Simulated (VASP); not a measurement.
Mg3Mn:

```
Mg Mn
1.0
     4.29757    0.00000    0.00000
     0.00000    4.29757    0.00000
     0.00000    0.00000    4.29757
Mg Mn
3 1
Direct
  0.50000 0.50000 0.00000
  0.50000 0.00000 0.50000
  0.00000 0.50000 0.50000
  0.00000 0.00000 0.00000
```

| Item | Value |
| --- | --- |
| Program | VASP 6.6.1 |
| Task | relaxation of cell and atoms |
| Functional | PBE |
| Potentials or basis | VASP PAW PBE potentials, release 64 (Mg, Mn_pv) |
| Cutoff | 600 eV |
| k mesh | 10 × 10 × 10 |
| Occupations | gaussian, width 0.1 eV |
| Spin | no spin polarisation |

At the start: pressure -5.6 GPa; volume 19.84 Å³/atom.

Task: Where does the relaxation end?

Result: Over 10 steps the energy falls by 39.2 meV/atom and the volume is 17.79 Å³/atom (-10.3 %); space group Pm-3m (No. 221, to 0.1 Å) before and after.

Step by step:
| step | energy change (eV) | largest force (eV/Å) | pressure (GPa) | volume (Å³) |
| --- | --- | --- | --- | --- |
| 1 | 0.0000 | 0.0000 | -5.58 | 79.37 |
| 2 | -0.0076 | 0.0000 | -1.08 | 71.70 |
| 3 | -0.1543 | 0.0000 | 0.97 | 70.13 |
| 4 | -0.1566 | 0.0000 | 0.14 | 70.86 |
| 5 | -0.1567 | 0.0000 | 0.11 | 71.02 |
| 6 | -0.1564 | 0.0000 | -0.22 | 71.36 |
| 7 | -0.1566 | 0.0000 | -0.19 | 71.18 |
| 8 | -0.1566 | 0.0000 | -0.15 | 71.18 |
| 9 | -0.1567 | 0.0000 | -0.16 | 71.16 |
| 10 | -0.1567 | 0.0000 | 0.04 | 71.16 |

Final structure:
```
CELL_PARAMETERS angstrom
4.14390 0.00000 0.00000
0.00000 4.14390 0.00000
0.00000 0.00000 4.14390
ATOMIC_POSITIONS crystal
Mg 0.50000 0.50000 0.00000
Mg 0.50000 0.00000 0.50000
Mg 0.00000 0.50000 0.50000
Mn 0.00000 0.00000 0.00000
```

Caveat: the highest band is partly filled, so the run has too few bands; the run has no spin polarisation, though such a crystal can be magnetic.
